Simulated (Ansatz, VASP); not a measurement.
Sn in VASP and in Ansatz

File INCAR:

```
SYSTEM = Sn
  PREC = Accurate
  ENCUT = 520
  EDIFF = 1E-6
  ISMEAR = -1
  SIGMA = 0.05
  LREAL = .False.
  LASPH = .True.
  NELM = 80
  ALGO = Normal
  ISIF = 2
  LWAVE = .False.
  LCHARG = .False.
  GGA = CA
  NBANDS = 13
```

KPOINTS

```
regular mesh
0
Gamma
  11 11 11
  0 0 0
```

The input POSCAR:

```
Sn
1.0
   -1.8427173648      1.8427173648      1.8427173648
    1.8427173648     -1.8427173648      1.8427173648
    1.8427173648      1.8427173648     -1.8427173648
Sn
1
Direct
    0.0000000000      0.0000000000      0.0000000000
```

Input for Ansatz:

```yaml
crystal:
  lattice:
    - [-1.842717364773208, 1.842717364773208, 1.842717364773208]
    - [1.842717364773208, -1.842717364773208, 1.842717364773208]
    - [1.842717364773208, 1.842717364773208, -1.842717364773208]
  atoms:
    - { symbol: Sn, position: [0.0, 0.0, 0.0] }
basis:
  ecutwfc: 510.0
kpoints:
  mp_grid:
    grid: [11, 11, 11]
hamiltonian:
  xc: lda
scf:
  occupations:
    method: fermi_dirac
    width: 0.05
output:
  stress: true
```

Alike in both runs: task single point; functional LDA; k mesh 11 × 11 × 11; occupations fermi-dirac, width 0.05 eV; no spin polarisation.

```csv
,VASP,Ansatz
version,VASP 6.6.1,Ansatz 0.2.0
potentials or method,"VASP PAW LDA potentials, release 64 (Sn_d), cutoff 520 eV","plane waves, PAW"
valence electrons in the cell,14,14
```

```tsv
	VASP	Ansatz	Ansatz less VASP
pressure (GPa)	1.5	1.5	-0.01
```

LDA's correlation is that of Perdew and Zunger in VASP and of Perdew and Wang (1992) in Ansatz.
